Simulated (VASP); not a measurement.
# CuO in VASP: settings compared, part 2 of 2

VASP 6.6.1. The steps go on from the part before.

**3. Single point, PBEsol**

This run uses another cell than the first one, of 12.17 Å³/atom.

INCAR reads:

```
PREC = Accurate
ENCUT = 520
EDIFF = 1E-6
ISMEAR = -1
SIGMA = 0.05
LREAL = False
LASPH = True
NELM = 80
ALGO = Normal
ISIF = 2
LWAVE = False
LCHARG = True
GGA = PS
LELF = True
LVHAR = True
NBANDS = 25
```

KPOINTS reads:

```
regular mesh
0
Gamma
  6 6 5
```

POSCAR reads:

```
CuO
1.0
    3.8371485497      0.0000000000      0.0000000000
    0.0000000000      3.8371485497      0.0000000000
    0.0000000000      0.0000000000      3.3064006370
Cu O
2 2
Direct
    0.0000000000      0.0000000000      0.0000000000
    0.5000000000      0.5000000000      0.0000000000
    0.5000000000      0.0000000000      0.0010883581
    0.0000000000      0.5000000000      0.9989116419
```

Potentials or basis: VASP PAW PBE potentials, release 64 (Cu, O).

Command:

```
cat potpaw_PBE.64/Cu/POTCAR potpaw_PBE.64/O/POTCAR > POTCAR
mpirun -np 1 vasp_std > vasp.out
```

OUTCAR:

```text
PREC = Accurate
   ENCUT = 520
   EDIFF = 1E-6
   ISMEAR = -1
   LREAL = False
   LASPH = True
   NELM = 80
   ISIF = 2
   GGA = PS

 ion  position               nearest neighbor table
   1  0.000  0.000  0.000-   3 1.92   4 1.92   4 1.92   3 1.92   2 2.71   2 2.71   2 2.71   2 2.71

   2  0.500  0.500  0.000-   3 1.92   4 1.92   3 1.92   4 1.92   1 2.71   1 2.71   1 2.71   1 2.71

   3  0.500  0.000  0.001-   1 1.92   2 1.92   2 1.92   1 1.92
   4  0.000  0.500  0.999-   1 1.92   2 1.92   1 1.92   2 1.92

  LATTYP: Found a simple tetragonal cell.
 ALAT       =     3.8371485497
 C/A-ratio  =     0.8616816874

  Lattice vectors:

 A1 = (   3.8371485497,   0.0000000000,   0.0000000000)
 A2 = (   0.0000000000,   3.8371485497,   0.0000000000)
 A3 = (   0.0000000000,   0.0000000000,   3.3064006370)

Analysis of symmetry for initial positions (statically):
=====================================================================
 Subroutine PRICEL returns:
 Original cell was already a primitive cell.

 Routine SETGRP: Setting up the symmetry group for a
 simple tetragonal supercell.

 Subroutine GETGRP returns: Found 16 space group operations
 (whereof  8 operations were pure point group operations)
 out of a pool of 16 trial point group operations.

The static configuration has the point symmetry D_2d.
 The point group associated with its full space group is D_4h.

Analysis of symmetry for dynamics (positions and initial velocities):
=====================================================================
 Subroutine PRICEL returns:
 Original cell was already a primitive cell.

 Routine SETGRP: Setting up the symmetry group for a
 simple tetragonal supercell.

 Subroutine GETGRP returns: Found 16 space group operations
 (whereof  8 operations were pure point group operations)
 out of a pool of 16 trial point group operations.

[... 115 lines left out ...]
   PSTRESS=    0.0 pullay stress
   NELECT =      34.0000    total number of electrons
   NUPDOWN=      -1.0000    fix difference up-down
   EMIN   =  10.00;   EMAX   =-10.00  energy-range for DOS
   EFERMI =   0.00;   METHOD = LEGACY
   ISMEAR =    -1;   SIGMA  =   0.05  broadening in eV -4-tet -1-fermi 0-gaus
   EFERMI_NEDOS =   21; number of points for ismear=-14 and -15
   IALGO  =     38    algorithm
   IMIX   =      4    mixing-type and parameters
     AMIX     =   0.40;   BMIX     =  1.00
     AMIX_MAG =   1.60;   BMIX_MAG =  1.00
  volume/ion in A,a.u.               =      12.17        82.13
  Fermi-wavevector in a.u.,A,eV,Ry     =   1.452480  2.744790 28.704196  2.109699
  Thomas-Fermi vector in A             =   2.569857
   LORBIT       =      0    0 simple, 1 ext, 2 COOP (PROOUT), +10 PAW based schemes
   GGA     = PS    functional components
   LHFCALC =     F    Hartree Fock is set to
   AEXX    =    0.0000 exact exchange contribution
   IVDW    =     0    specifies the selected vdW correction
   LEPSILON=     F    determine dielectric tensor
   LRPA    =     F    only Hartree local field effects (RPA)
 non-spin polarized calculation
  energy-cutoff  :      520.00
  volume of cell :       48.68
 maximum number of plane-waves:      1327
 NGX is ok and might be reduce to    30
   NGX = 15   NGY = 15   NGZ = 13

 number of electron      33.9999976 magnetization

 Free energy of the ion-electron system (eV)
  ---------------------------------------------------
  ext. energy  EPLUGINS =         0.00000000
  ---------------------------------------------------
  free energy    TOTEN  =       -20.63036332 eV

  energy without entropy =      -20.60436205  energy(sigma->0) =      -20.61736268

 E-fermi :   3.3024     XC(G=0): -10.8482

 val. band max:        3.2387147502   @ k =   0.3333   0.1667   0.2000
 cond. band min:       3.3222061175   @ k =   0.3333   0.1667   0.4000
 fundamental gap:      0.0834913673
 Fermi energy:         3.3023712771

 k-point     1 :       0.0000    0.0000    0.0000
  band No.  band energies     occupation
      1     -15.9766      2.00000
      2     -14.6419      2.00000
      3      -2.4099      2.00000
      4      -2.4099      2.00000
      5      -0.3056      2.00000
      6       0.4520      2.00000
[... 661 lines left out ...]
     24      16.6515      0.00000
     25      18.2406      0.00000

 [... further k-points ...]
[... 5 lines left out ...]
  --------------------------------------------------------------------------------------
  -------------------------------------------------------------------------------------
  Total        0.3356743      0.3356743     -0.0627273      0.0000000      0.0000000      0.0000000
  in kB       11.0472968     11.0472968     -2.0644037      0.0000000      0.0000000      0.0000000
  external PRESSURE =       6.6767300 kB  Pullay stress =       0.0000000 kB

 VOLUME and BASIS-vectors are now :
 -----------------------------------------------------------------------------
  energy-cutoff  :      520.00
  volume of cell :       48.68
      direct lattice vectors                 reciprocal lattice vectors
     3.837148550  0.000000000  0.000000000     0.260610187  0.000000000  0.000000000
     0.000000000  3.837148550  0.000000000     0.000000000  0.260610187  0.000000000
     0.000000000  0.000000000  3.306400637     0.000000000  0.000000000  0.302443687

 POSITION                                       TOTAL-FORCE (eV/Angst)
 -----------------------------------------------------------------------------------
      0.00000      0.00000      0.00000         0.000000     -0.000000      0.000000
      1.91857      1.91857      0.00000        -0.000000      0.000000      0.000000
      1.91857      0.00000      0.00360         0.000000     -0.000000     -0.000090
      0.00000      1.91857      3.30280         0.000000      0.000000      0.000090
 -----------------------------------------------------------------------------------
    total drift:                                0.000000      0.000000      0.000000

  FREE ENERGIE OF THE ION-ELECTRON SYSTEM (eV)
  ---------------------------------------------------
  free  energy   TOTEN  =       -20.6303633162 eV

  energy  without entropy=      -20.6043620459  energy(sigma->0) =      -20.61736268
```

OSZICAR:

```text
N       E                     dE             d eps       ncg     rms          rms(c)
DAV:   1     0.307279667164E+03    0.30728E+03   -0.16521E+04  1580   0.202E+03
DAV:   2     0.147753827483E+02   -0.29250E+03   -0.26942E+03  1528   0.387E+02
DAV:   3    -0.257524390349E+02   -0.40528E+02   -0.38355E+02  2007   0.162E+02
DAV:   4    -0.270881150485E+02   -0.13357E+01   -0.13291E+01  1779   0.304E+01
DAV:   5    -0.271158342953E+02   -0.27719E-01   -0.27694E-01  1963   0.397E+00    0.176E+01
DAV:   6    -0.239682917115E+02    0.31475E+01   -0.40195E+01  2131   0.157E+02    0.133E+01
DAV:   7    -0.206506066832E+02    0.33177E+01   -0.10796E+01  1853   0.114E+02    0.315E+00
DAV:   8    -0.207210949469E+02   -0.70488E-01   -0.16066E+00  1730   0.830E+00    0.229E+00
DAV:   9    -0.206603969702E+02    0.60698E-01   -0.12813E-01  2402   0.123E+01    0.122E+00
DAV:  10    -0.206341513261E+02    0.26246E-01   -0.39456E-02  2284   0.494E+00    0.647E-01
DAV:  11    -0.206307021654E+02    0.34492E-02   -0.14608E-02  1998   0.984E-01    0.227E-01
DAV:  12    -0.206306134788E+02    0.88687E-04   -0.34480E-04  2277   0.326E-01    0.197E-01
DAV:  13    -0.206303629768E+02    0.25050E-03   -0.10856E-03  2241   0.429E-01    0.214E-02
DAV:  14    -0.206303645464E+02   -0.15696E-05   -0.83095E-05  1913   0.803E-02    0.134E-02
DAV:  15    -0.206303632529E+02    0.12935E-05   -0.67819E-06  1913   0.797E-02    0.435E-03
DAV:  16    -0.206303633162E+02   -0.63310E-07   -0.74579E-07  1016   0.261E-02
   1 F= -.20630363E+02 E0= -.20617363E+02  d E =-.260013E-01
```

It took 53 s on 1 thread of Intel Xeon Platinum 8175M at 2.50GHz (Skylake/Cascade Lake), shared host; peak memory 0.18 GiB.

Results:

```
Free energy            : -20.6304 eV
Pressure               : 0.7 GPa
Band gap on the k mesh : zero (bands 17 and 18 overlap by 3.30 eV)
```

Levels at points of the mesh, in eV from the Fermi level:
| k point | band 13 | band 14 | band 15 | band 16 | band 17 | band 18 | band 19 | band 20 | band 21 | band 22 |
| --- | --- | --- | --- | --- | --- | --- | --- | --- | --- | --- |
| (0.00, 0.00, 0.00) | -2.16 | -1.91 | -1.91 | -1.73 | -1.56 | -1.33 | 1.98 | 5.26 | 11.62 | 11.62 |
| (0.50, 0.00, 0.00) | -1.53 | -1.53 | -0.80 | -0.80 | -0.56 | -0.56 | 5.55 | 5.55 | 12.06 | 12.06 |
| (0.50, 0.50, 0.00) | -1.56 | -1.56 | 0.04 | 0.04 | 1.95 | 1.95 | 7.02 | 7.02 | 7.51 | 7.51 |

Caveat: the k points lie up to 0.38 Å⁻¹ apart, too coarse for converged energies and pressures of a metal; the PAW data sets were made with another functional, which shifts forces and pressure a little; semilocal functionals often make such compounds metallic where correlation or magnetic order opens a gap, which also shifts bond lengths. With open d or f shells a metallic result of PBEsol can be an artefact of self-interaction; +U or a hybrid may open a gap.

**4. Single point, PBE**

This run uses another cell than the first one, of 15.34 Å³/atom.

INCAR reads:

```
PREC     = Accurate       # precision mode
ENCUT    = 520            # plane-wave cutoff, eV
EDIFF    = 1E-6           # SCF threshold, eV
ISMEAR   = -1             # smearing method
SIGMA    = 0.05           # smearing width, eV
LREAL    = False          # projectors in reciprocal space
LASPH    = True           # aspherical terms in the spheres
NELM     = 100            # most SCF steps
ALGO     = Normal         # electronic algorithm
ISIF     = 2              # what is computed and relaxed
LWAVE    = False          # write WAVECAR
LCHARG   = False          # write CHGCAR
GGA      = PE             # functional
NBANDS   = 25             # bands
```

KPOINTS reads:

```
Automatic mesh
0
Gamma
  6 6 5
```

POSCAR reads:

```
CuO
1.0
    3.8893132920      0.0000000000      0.0000000000
    0.0000000000      3.8893132920      0.0000000000
    0.0000000000      0.0000000000      4.0571278331
Cu O
2 2
Direct
    0.0000000000      0.0000000000      0.0000000000
    0.5000000000      0.5000000000      0.0000000000
    0.5000000000      0.0000000000     -0.0009887800
    0.0000000000      0.5000000000      1.0009887800
```

Command:

```
cat potpaw_PBE.64/Cu/POTCAR potpaw_PBE.64/O/POTCAR > POTCAR
mpirun -np 1 vasp_std > vasp.out
```

It took 57 s on 1 thread of Intel Xeon Platinum 8175M at 2.50GHz (Skylake/Cascade Lake), shared host; peak memory 0.19 GiB.

It converged, with:

- Free energy: -19.0200 eV
- Pressure: 0.5 GPa
- Band gap on the k mesh: zero (bands 17 and 18 overlap by 3.17 eV)

Stress tensor (GPa, compression positive):
```
 0.84  0.00  0.00
 0.00  0.84  0.00
 0.00  0.00 -0.16
```

Levels at points of the mesh, in eV from the Fermi level:
```
           k point  band 13  band 14  band 15  band 16  band 17  band 18  band 19  band 20  band 21  band 22
(0.00, 0.00, 0.00)    -1.82    -1.82    -1.82    -1.72    -1.67    -1.29     2.01     5.89     9.72    10.26
(0.50, 0.00, 0.00)    -1.45    -1.45    -0.65    -0.65    -0.63    -0.63     5.37     5.37     9.70     9.70
(0.50, 0.50, 0.00)    -1.37    -1.37    -0.06    -0.06     1.87     1.87     7.18     7.18     7.37     7.37
```

Caveat: semilocal functionals often make such compounds metallic where correlation or magnetic order opens a gap, which also shifts bond lengths. With open d or f shells a metallic result of PBE can be an artefact of self-interaction; +U or a hybrid may open a gap.

**5. Single point, r2SCAN+U**

This run uses another cell than the first one, of 12.22 Å³/atom.

POSCAR reads:

```
CuO
1.0
    3.8622903560      0.0000000000      0.0000000000
    0.0000000000      3.8622903560      0.0000000000
    0.0000000000      0.0000000000      3.2757626730
Cu O
2 2
Direct
    0.0000000000      0.0000000000      0.0000000000
    0.5000000000      0.5000000000      0.0000000000
    0.5000000000      0.0000000000     -0.0006056856
    0.0000000000      0.5000000000      1.0006056856
```

INCAR.step1 reads:

```
SYSTEM = CuO
PREC = Accurate
ENCUT = 520
ISMEAR = -1
SIGMA = 0.05
LREAL = .FALSE.
LASPH = .TRUE.
NELM = 150
LMAXMIX = 4
LDAU = .TRUE.
LDAUTYPE = 2
LDAUL = 2 -1
LDAUU = 5.3 0
LDAUJ = 0 0
NBANDS = 25
GGA = PE
ALGO = Normal
EDIFF = 1E-4
LWAVE = .TRUE.
LCHARG = .FALSE.
```

INCAR.step2 reads:

```
SYSTEM = CuO
PREC = Accurate
ENCUT = 520
EDIFF = 1E-6
ISMEAR = -1
SIGMA = 0.05
LREAL = .FALSE.
LASPH = .TRUE.
NELM = 150
ALGO = Normal
ISIF = 2
LWAVE = .FALSE.
LCHARG = .FALSE.
LMAXMIX = 4
LDAU = .TRUE.
LDAUTYPE = 2
LDAUL = 2 -1
LDAUU = 5.3 0
LDAUJ = 0 0
LDAUPRINT = 1
METAGGA = R2SCAN
LMIXTAU = .TRUE.
NBANDS = 25
ISTART = 1
```

KPOINTS reads:

```
Automatic mesh
0
G
  8 8 6
  0 0 0
```

Command:

```
cat potpaw_PBE.64/Cu/POTCAR potpaw_PBE.64/O/POTCAR > POTCAR
cp INCAR.step1 INCAR
mpirun -np 1 vasp_std > vasp.out
cp INCAR.step2 INCAR
mpirun -np 1 vasp_std > vasp.out
```

Wall time 5.4 min (1 thread of Intel Xeon 8259CL, shared host); peak memory 0.21 GiB.

It converged, with:

| Quantity | Value |
| --- | --- |
| Free energy | -32.4172 eV |
| Pressure | -4.5 GPa |
| Largest force | 0.003 eV/Å |
| Band gap on the k mesh | zero (bands 17 and 18 overlap by 3.57 eV) |

Forces on the atoms (eV/Å):
```
Cu   0.000  0.000  0.000
Cu   0.000  0.000  0.000
O    0.000  0.000  0.003
O    0.000  0.000 -0.003
```

Stress tensor (GPa, compression positive):
```
-6.88  0.00  0.00
 0.00 -6.88  0.00
 0.00  0.00  0.33
```

Levels at points of the mesh, in eV from the Fermi level:
```tsv
k point	band 16	band 17	band 18	band 19	band 20	band 21
(0.00, 0.00, 0.00)	-2.46	-1.42	-1.37	2.53	6.21	12.67
(0.50, 0.00, 0.00)	-1.01	-0.63	-0.63	6.15	6.15	13.11
(0.50, 0.50, 0.00)	-0.42	2.13	2.13	8.01	8.01	8.12
(0.00, 0.00, 0.50)	-2.38	-2.18	-1.41	6.11	6.99	9.25
(0.50, 0.00, 0.50)	-1.74	-0.19	-0.19	5.96	5.96	10.79
(0.50, 0.50, 0.50)	-0.93	2.15	2.15	4.74	4.74	12.41
```

Eigenvalues of the final occupation matrices:
```tsv
site	spin	trace	eigenvalues
site 1 d	1	4.65	0.76 0.95 0.98 0.98 0.98
site 1 d	2	4.65	0.76 0.95 0.98 0.98 0.98
site 2 d	1	4.65	0.76 0.95 0.98 0.98 0.98
site 2 d	2	4.65	0.76 0.95 0.98 0.98 0.98
```

Caveat: the cell stands under tension; the PAW data sets were made with another functional, which shifts forces and pressure a little; U without spin polarisation on a metal has little footing.

**6. The runs side by side**

| level | potentials or basis | U | cell | k mesh | gap on the mesh (eV) | pressure (GPa) |
| --- | --- | --- | --- | --- | --- | --- |
| LDA | VASP PAW LDA potentials, release 64 (Cu, O) | - | a = 3.795, b = 3.795, c = 3.108 Å, 4 atoms | 6 × 6 × 5 | none | 0.8 |
| PBEsol | VASP PAW PBE potentials, release 64 (Cu, O) | - | a = 3.837, b = 3.837, c = 3.306 Å, 4 atoms | 6 × 6 × 5 | none | 0.7 |
| PBE | VASP PAW PBE potentials, release 64 (Cu, O) | - | a = 3.889, b = 3.889, c = 4.057 Å, 4 atoms | 6 × 6 × 5 | none | 0.5 |
| r2SCAN+U | VASP PAW PBE potentials, release 64 (Cu, O) | Cu d U = 5.3 eV | a = 3.862, b = 3.862, c = 3.276 Å, 4 atoms | 8 × 8 × 6 | none | -4.5 |

Alike in all rows: task single point; no spin polarisation; cutoff (eV) 520; smearing fermi-dirac 0.05 eV.

Caveats: some runs use coarse meshes; semilocal functionals often make such compounds metallic where correlation or magnetic order opens a gap, which also shifts bond lengths (at least some runs); the PAW data sets were made with another functional, which shifts forces and pressure a little (at least some runs); the cell stands under tension (at least some runs); U without spin polarisation on a metal has little footing (at least some runs).

Absolute energies hang on the potentials; compare differences alone.
